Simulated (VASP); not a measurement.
The system is MgO.

```
Mg O
1.0
     0.00000    2.33651    2.33651
     2.33651    0.00000    2.33651
     2.33651    2.33651    0.00000
Mg O
1 1
Direct
  0.50000 0.50000 0.50000
  0.75000 0.75000 0.75000
```

Base run:

- Program: VASP 6.6.1
- Functional: PBEsol
- Potentials or basis: VASP PAW PBE potentials, release 64 (Mg, O)
- Cutoff: 520 eV
- k mesh: 10 × 10 × 10
- Occupations: fermi-dirac, width 0.05 eV
- Spin: no spin polarisation

Its results: band gap on the k mesh 3.15 eV, direct; pressure -7.0 GPa.

The run is repeated on the same cell with these changes: functional from PBEsol to PBE. What comes out?

Band gap on the k mesh 3.25 eV, direct; pressure -4.5 GPa.

PBE binds less tightly than PBEsol, so the same cell stands under more pressure.

Caveats: the PAW data sets were made with another functional, which shifts forces and pressure a little (some runs).

